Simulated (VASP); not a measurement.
# SrTiO3 (P4/mmm) in VASP: a series of runs, part 2 of 3

VASP 6.6.1. The steps go on from the part before.

## (5) Single point, PBE+U (biaxial strain in the a-b plane: +1.5 %)

Contents of INCAR:

```
SYSTEM = SrTiO3
PREC = Accurate ; ENCUT = 520
EDIFF = 1E-7 ; ISMEAR = 0
SIGMA = 0.02 ; LREAL = .False.
LASPH = .True. ; NELM = 150
ALGO = Normal ; ISIF = 2
LWAVE = .False. ; LCHARG = .False.
LMAXMIX = 4 ; LDAU = .True.
LDAUTYPE = 2 ; LDAUL = -1 2 -1
LDAUU = 0 4 0 ; LDAUJ = 0 0 0
LDAUPRINT = 1 ; GGA = PE
NBANDS = 28
```

Contents of KPOINTS:

```
regular mesh
0
Gamma
  8 8 8
  0 0 0
```

Contents of POSCAR:

```
SrTiO3
1.0
    4.0063367665      0.0000000000      0.0000000000
    0.0000000000      4.0063367665      0.0000000000
    0.0000000000      0.0000000000      3.9116056509
Sr Ti O
1 1 3
Direct
    0.0000000000      0.0000000000      0.0000000000
    0.5000000000      0.5000000000      0.5000000000
    0.5000000000      0.0000000000      0.5000000000
    0.5000000000      0.5000000000      0.0000000000
    0.0000000000      0.5000000000      0.5000000000
```

Command:

```sh
> cat potpaw_PBE.64/Sr_sv/POTCAR potpaw_PBE.64/Ti_sv/POTCAR potpaw_PBE.64/O/POTCAR > POTCAR
> mpirun -np 1 vasp_std > vasp.out
```

Wall time 3.2 min (1 thread of Intel Xeon 8259CL, shared host); peak memory 0.27 GiB.

It converged, with:

```
Free energy            : -37.3972 eV
Pressure               : -0.7 GPa
Band gap on the k mesh : 2.23 eV (least direct gap 2.67 eV)
```

Stress tensor (GPa, compression positive):
```
-2.45  0.00  0.00
 0.00 -2.45  0.00
 0.00  0.00  2.89
```

Levels at points of the mesh, in eV from the valence-band top:
```
           k point  band 16  band 17  band 18  band 19  band 20  band 21  band 22  band 23  band 24  band 25
(0.00, 0.00, 0.00)    -1.14    -1.05    -0.46    -0.46    -0.44     2.23     2.26     2.26     3.90     4.02
(0.50, 0.00, 0.00)    -2.09    -2.04    -1.86    -0.81    -0.80     2.42     3.89     3.90     3.99     5.92
(0.50, 0.50, 0.00)    -2.49    -1.92    -1.64    -1.64    -0.14     3.91     3.91     4.35     4.95     7.54
(0.00, 0.00, 0.50)    -2.30    -2.30    -1.87    -0.83    -0.83     2.42     3.91     4.09     4.09     5.98
(0.50, 0.00, 0.50)    -2.58    -1.92    -1.51    -1.51    -0.08     3.92     4.11     4.47     4.74     7.59
(0.50, 0.50, 0.50)    -3.58    -3.39    -0.04     0.00     0.00     4.54     4.65     4.65     6.60     6.69
```

Eigenvalues of the final occupation matrices:
| site | spin | trace | eigenvalues |
| --- | --- | --- | --- |
| site 2 d | 1 | 0.79 | 0.10 0.10 0.10 0.24 0.25 |
| site 2 d | 2 | 0.79 | 0.10 0.10 0.10 0.24 0.25 |

Caveat: the cell differs from its parent crystal (biaxial strain in the a-b plane: +1.5 %). A k mesh can miss the band edges.

## (6) Single point, PBE+U

This run uses another cell than the first one, of 12.56 Å³/atom.

Contents of INCAR:

```
SYSTEM = SrTiO3
ALGO     = Normal         ! electronic algorithm
EDIFF    = 1E-6           ! SCF threshold, eV
ENCUT    = 520            ! plane-wave cutoff, eV
GGA      = PE             ! functional
ISIF     = 2              ! what is computed and relaxed
ISMEAR   = 0              ! smearing method
LASPH    = .TRUE.         ! aspherical terms in the spheres
LCHARG   = .TRUE.         ! write CHGCAR
LDAU     = .TRUE.         ! DFT+U
LDAUJ    = 0 0 0        
LDAUL    = -1 2 -1        ! shell
LDAUPRINT= 1            
LDAUTYPE = 2            
LDAUU    = 0 4 0          ! U, eV
LELF     = .TRUE.         ! ELF
LMAXMIX  = 4              ! l up to which the mixer works
LREAL    = .FALSE.        ! projectors in reciprocal space
LVHAR    = .TRUE.       
LWAVE    = .FALSE.        ! write WAVECAR
NBANDS   = 28             ! bands
NELM     = 150            ! most SCF steps
PREC     = Accurate       ! precision mode
SIGMA    = 0.02           ! smearing width, eV
```

Contents of KPOINTS:

```
k-points
0
G
  8 8 8
  0 0 0
```

POSCAR, as its differences from that of step 5:

```diff
@@ -4,3 +4,3 @@
     0.0000000000      4.0063367665      0.0000000000
-    0.0000000000      0.0000000000      3.9116056509
+    0.0000000000      0.0000000000      3.9113478626
 Sr Ti O
```

Potentials or basis: VASP PAW PBE potentials, release 64 (Sr_sv, Ti_sv, O).

Command:

```sh
> cat potpaw_PBE.64/Sr_sv/POTCAR potpaw_PBE.64/Ti_sv/POTCAR potpaw_PBE.64/O/POTCAR > POTCAR
> mpirun -np 1 vasp_std > vasp.out
```

OUTCAR:

```text
SYSTEM = SrTiO3
   EDIFF = 1E-6
   ENCUT = 520
   GGA = PE
   ISIF = 2
   ISMEAR = 0
   LASPH = .TRUE.
   LREAL = .FALSE.
   NELM = 150
   PREC = Accurate

 ion  position               nearest neighbor table
   1  0.000  0.000  0.000-   3 2.80   5 2.80   3 2.80   5 2.80   5 2.80   5 2.80   3 2.80   3 2.80
                             4 2.83   4 2.83   4 2.83   4 2.83   2 3.44   2 3.44   2 3.44   2 3.44
   2  0.500  0.500  0.500-   4 1.96   4 1.96   5 2.00   3 2.00   3 2.00   5 2.00   1 3.44   1 3.44
                             1 3.44   1 3.44   1 3.44   1 3.44   1 3.44   1 3.44
   3  0.500  0.000  0.500-   2 2.00   2 2.00   1 2.80   1 2.80   1 2.80   1 2.80
   4  0.500  0.500  0.000-   2 1.96   2 1.96   1 2.83   1 2.83   1 2.83   1 2.83
   5  0.000  0.500  0.500-   2 2.00   2 2.00   1 2.80   1 2.80   1 2.80   1 2.80

  LATTYP: Found a simple tetragonal cell.
 ALAT       =     4.0063367665
 C/A-ratio  =     0.9762903347

  Lattice vectors:

 A1 = (   4.0063367665,   0.0000000000,   0.0000000000)
 A2 = (   0.0000000000,   4.0063367665,   0.0000000000)
 A3 = (   0.0000000000,   0.0000000000,   3.9113478626)

Analysis of symmetry for initial positions (statically):
=====================================================================
 Subroutine PRICEL returns:
 Original cell was already a primitive cell.

 Routine SETGRP: Setting up the symmetry group for a
 simple tetragonal supercell.

 Subroutine GETGRP returns: Found 16 space group operations
 (whereof 16 operations were pure point group operations)
 out of a pool of 16 trial point group operations.

The static configuration has the point symmetry D_4h.

Analysis of symmetry for dynamics (positions and initial velocities):
=====================================================================
 Subroutine PRICEL returns:
 Original cell was already a primitive cell.

 Routine SETGRP: Setting up the symmetry group for a
 simple tetragonal supercell.

 Subroutine GETGRP returns: Found 16 space group operations
 (whereof 16 operations were pure point group operations)
 out of a pool of 16 trial point group operations.

The dynamic configuration has the point symmetry D_4h.

 Subroutine INISYM returns: Found 16 space group operations
 (whereof 16 operations are pure point group operations),
 and found     1 'primitive' translations

----------------------------------------------------------------------------------------

                                     Primitive cell

  volume of cell :      62.7800

  direct lattice vectors                    reciprocal lattice vectors
     4.006336766  0.000000000  0.000000000     0.249604579  0.000000000  0.000000000
     0.000000000  4.006336766  0.000000000     0.000000000  0.249604579  0.000000000
     0.000000000  0.000000000  3.911347863     0.000000000  0.000000000  0.255666342

  length of vectors
[... 108 lines left out ...]
     AMIX_MAG =   1.60;   BMIX_MAG =  1.00
  volume/ion in A,a.u.               =      12.56        84.73
  Fermi-wavevector in a.u.,A,eV,Ry     =   1.408708  2.662073 27.000201  1.984459
  Thomas-Fermi vector in A             =   2.530838
   LORBIT       =      0    0 simple, 1 ext, 2 COOP (PROOUT), +10 PAW based schemes
 LDA+U is selected, type is set to LDAUTYPE =  2
   angular momentum for each species LDAUL =    -1    2   -1
   U (eV)           for each species LDAUU =   0.0  4.0  0.0
   J (eV)           for each species LDAUJ =   0.0  0.0  0.0
   GGA     = PE    functional components
   LHFCALC =     F    Hartree Fock is set to
   AEXX    =    0.0000 exact exchange contribution
   IVDW    =     0    specifies the selected vdW correction
   LEPSILON=     F    determine dielectric tensor
   LRPA    =     F    only Hartree local field effects (RPA)
 non-spin polarized calculation
 Gauss-broadening in eV      SIGMA  =   0.02
  energy-cutoff  :      520.00
  volume of cell :       62.78
 maximum number of plane-waves:      1719
 NGX is ok and might be reduce to    30
   NGX = 15   NGY = 15   NGZ = 15

atom =   2  type =  2  l = 2

 onsite density matrix

spin component  1

  0.0976 -0.0000 -0.0000 -0.0000  0.0000
 -0.0000  0.1032 -0.0000 -0.0000  0.0000
 -0.0000 -0.0000  0.2511 -0.0000 -0.0000
 -0.0000 -0.0000 -0.0000  0.1032 -0.0000
  0.0000  0.0000 -0.0000 -0.0000  0.2356

spin component  2

  0.0976 -0.0000 -0.0000 -0.0000  0.0000
 -0.0000  0.1032 -0.0000 -0.0000  0.0000
 -0.0000 -0.0000  0.2511 -0.0000 -0.0000
 -0.0000 -0.0000 -0.0000  0.1032 -0.0000
  0.0000  0.0000 -0.0000 -0.0000  0.2356

 occupancies and eigenvectors

  o =  0.0976  v =  1.0000  0.0000  0.0000  0.0000  0.0000  0.0000  0.0000  0.0000  0.0000  0.0000      0.0000  0.0000  0.0000  0.0000  0.0000  0.0000  0.0000  0.0000  0.0000  0.0000
  o =  0.0976  v =  0.0000  0.0000  0.0000  0.0000  0.0000  1.0000  0.0000  0.0000  0.0000  0.0000      0.0000  0.0000  0.0000  0.0000  0.0000  0.0000  0.0000  0.0000  0.0000  0.0000
  o =  0.1032  v =  0.0000 -0.9971  0.0000 -0.0762 -0.0000  0.0000  0.0000  0.0000  0.0000  0.0000      0.0000  0.0000  0.0000  0.0000  0.0000  0.0000  0.0000  0.0000  0.0000  0.0000
  o =  0.1032  v =  0.0000  0.0000  0.0000  0.0000  0.0000  0.0000 -0.9971  0.0000 -0.0762 -0.0000      0.0000  0.0000  0.0000  0.0000  0.0000  0.0000  0.0000  0.0000  0.0000  0.0000
  o =  0.1032  v =  0.0000 -0.0762 -0.0000  0.9971  0.0000  0.0000  0.0000  0.0000  0.0000  0.0000      0.0000  0.0000  0.0000  0.0000  0.0000  0.0000  0.0000  0.0000  0.0000  0.0000
  o =  0.1032  v =  0.0000  0.0000  0.0000  0.0000  0.0000  0.0000 -0.0762 -0.0000  0.9971  0.0000      0.0000  0.0000  0.0000  0.0000  0.0000  0.0000  0.0000  0.0000  0.0000  0.0000
  o =  0.2356  v =  0.0000  0.0000  0.0000  0.0000  0.0000  0.0000 -0.0000  0.0000 -0.0000 -1.0000      0.0000  0.0000  0.0000  0.0000  0.0000  0.0000  0.0000  0.0000  0.0000  0.0000
  o =  0.2356  v =  0.0000 -0.0000  0.0000 -0.0000 -1.0000  0.0000  0.0000  0.0000  0.0000  0.0000      0.0000  0.0000  0.0000  0.0000  0.0000  0.0000  0.0000  0.0000  0.0000  0.0000
  o =  0.2511  v =  0.0000  0.0000  0.0000  0.0000  0.0000  0.0000  0.0000  1.0000  0.0000  0.0000      0.0000  0.0000  0.0000  0.0000  0.0000  0.0000  0.0000  0.0000  0.0000  0.0000
  o =  0.2511  v =  0.0000  0.0000  1.0000  0.0000  0.0000  0.0000  0.0000  0.0000  0.0000  0.0000      0.0000  0.0000  0.0000  0.0000  0.0000  0.0000  0.0000  0.0000  0.0000  0.0000

 number of electron      39.9999986 magnetization

 Free energy of the ion-electron system (eV)
  ---------------------------------------------------
  ext. energy  EPLUGINS =         0.00000000
  ---------------------------------------------------
  free energy    TOTEN  =       -37.39713221 eV

  energy without entropy =      -37.39713221  energy(sigma->0) =      -37.39713221

 E-fermi :   4.0625     XC(G=0): -11.0026

 val. band max:        3.8908298499   @ k =   0.5000   0.5000   0.5000
 cond. band min:       6.1185138802   @ k =   0.0000   0.0000   0.0000
 fundamental gap:      2.2276840303
 Fermi energy:         4.0624596431

 k-point     1 :       0.0000    0.0000    0.0000
  band No.  band energies     occupation
      1     -53.8675      2.00000
      2     -30.0373      2.00000
      3     -30.0315      2.00000
      4     -30.0315      2.00000
      5     -29.0762      2.00000
      6     -13.4338      2.00000
[... 733 lines left out ...]
     27      11.3256      0.00000
     28      12.1756      0.00000

 [... further k-points ...]

------------------------ aborting loop because EDIFF is reached ----------------------------------------

  FORCE on cell =-STRESS in cart. coord.  units (eV):
  Direction    XX          YY          ZZ          XY          YZ          ZX
  --------------------------------------------------------------------------------------
  -------------------------------------------------------------------------------------
  Total       -0.9556520     -0.9556520      1.1467252      0.0000000     -0.0000000      0.0000000
  in kB      -24.3887204    -24.3887204     29.2650046      0.0000000     -0.0000000      0.0000000
  external PRESSURE =      -6.5041454 kB  Pullay stress =       0.0000000 kB

 VOLUME and BASIS-vectors are now :
 -----------------------------------------------------------------------------
  energy-cutoff  :      520.00
  volume of cell :       62.78
      direct lattice vectors                 reciprocal lattice vectors
     4.006336766  0.000000000  0.000000000     0.249604579  0.000000000  0.000000000
     0.000000000  4.006336766  0.000000000     0.000000000  0.249604579  0.000000000
     0.000000000  0.000000000  3.911347863     0.000000000  0.000000000  0.255666342

 POSITION                                       TOTAL-FORCE (eV/Angst)
 -----------------------------------------------------------------------------------
      0.00000      0.00000      0.00000         0.000000      0.000000      0.000000
      2.00317      2.00317      1.95567         0.000000      0.000000      0.000000
      2.00317      0.00000      1.95567         0.000000      0.000000      0.000000
      2.00317      2.00317      0.00000         0.000000      0.000000      0.000000
      0.00000      2.00317      1.95567         0.000000      0.000000      0.000000
 -----------------------------------------------------------------------------------
    total drift:                                0.000000      0.000000     -0.000000

  FREE ENERGIE OF THE ION-ELECTRON SYSTEM (eV)
  ---------------------------------------------------
  free  energy   TOTEN  =       -37.3971322103 eV

  energy  without entropy=      -37.3971322103  energy(sigma->0) =      -37.39713221
```

It took 2.8 min on 1 thread of Intel Xeon 8259CL, shared host; peak memory 0.27 GiB.

Results:

* Free energy: -37.3971 eV
* Pressure: -0.7 GPa
* Band gap on the k mesh: 2.23 eV (least direct gap 2.67 eV)

Levels at points of the mesh, in eV from the valence-band top:
| k point | band 16 | band 17 | band 18 | band 19 | band 20 | band 21 | band 22 | band 23 | band 24 | band 25 |
| --- | --- | --- | --- | --- | --- | --- | --- | --- | --- | --- |
| (0.00, 0.00, 0.00) | -1.14 | -1.05 | -0.46 | -0.46 | -0.44 | 2.23 | 2.26 | 2.26 | 3.90 | 4.02 |
| (0.50, 0.00, 0.00) | -2.09 | -2.04 | -1.86 | -0.81 | -0.80 | 2.42 | 3.89 | 3.90 | 4.00 | 5.92 |
| (0.50, 0.50, 0.00) | -2.49 | -1.92 | -1.64 | -1.64 | -0.14 | 3.91 | 3.91 | 4.35 | 4.95 | 7.54 |
| (0.00, 0.00, 0.50) | -2.31 | -2.31 | -1.87 | -0.83 | -0.83 | 2.42 | 3.91 | 4.09 | 4.09 | 5.98 |
| (0.50, 0.00, 0.50) | -2.58 | -1.92 | -1.51 | -1.51 | -0.08 | 3.92 | 4.11 | 4.47 | 4.74 | 7.59 |
| (0.50, 0.50, 0.50) | -3.58 | -3.39 | -0.05 | 0.00 | 0.00 | 4.54 | 4.65 | 4.65 | 6.60 | 6.70 |

Eigenvalues of the final occupation matrices:
```
    site  spin  trace               eigenvalues
site 2 d     1   0.79  0.10 0.10 0.10 0.24 0.25
site 2 d     2   0.79  0.10 0.10 0.10 0.24 0.25
```

(Part 2 of 3 ends here.)
